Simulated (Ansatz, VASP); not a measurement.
**Cu in VASP and in Ansatz**

```xyz
1
Lattice="-1.4451 1.4451 1.3600 1.4451 -1.4451 1.3600 1.4451 1.4451 -1.3600" Properties=species:S:1:pos:R:3 pbc="T T T"
Cu    0.0000    0.0000    0.0000
```

Alike in both runs: functional PBEsol; k mesh 20 × 20 × 20; occupations gaussian, width 0.1 eV; no spin polarisation.

Ansatz relaxed the structure, and its values are those at the end. VASP's run is a single point on that final structure, the one shown.

```csv
,VASP,Ansatz
version,VASP 6.6.1,Ansatz 0.2.0
potentials or method,"VASP PAW PBE potentials, release 64 (Cu), cutoff 520 eV","scalar-relativistic, plane waves, PAW"
valence electrons in the cell,11,19
```

VASP gave:

```
gap on the k mesh at the Fermi level (eV) : none
pressure (GPa)                            : 0.8
```

Question: What did Ansatz give for the same quantities?

Answer: gap on the k mesh at the Fermi level (eV): none; pressure (GPa): 0.0.

VASP's potentials were made for PBE, not for PBEsol. A gap of «none» marks a metal or a gap that the smearing closes. The functional is the same, so the differences come from potentials, cutoffs and numerics. VASP's potentials hold 11 valence electrons a cell and Ansatz's 19, so a difference there can come from the potentials and not from the codes.
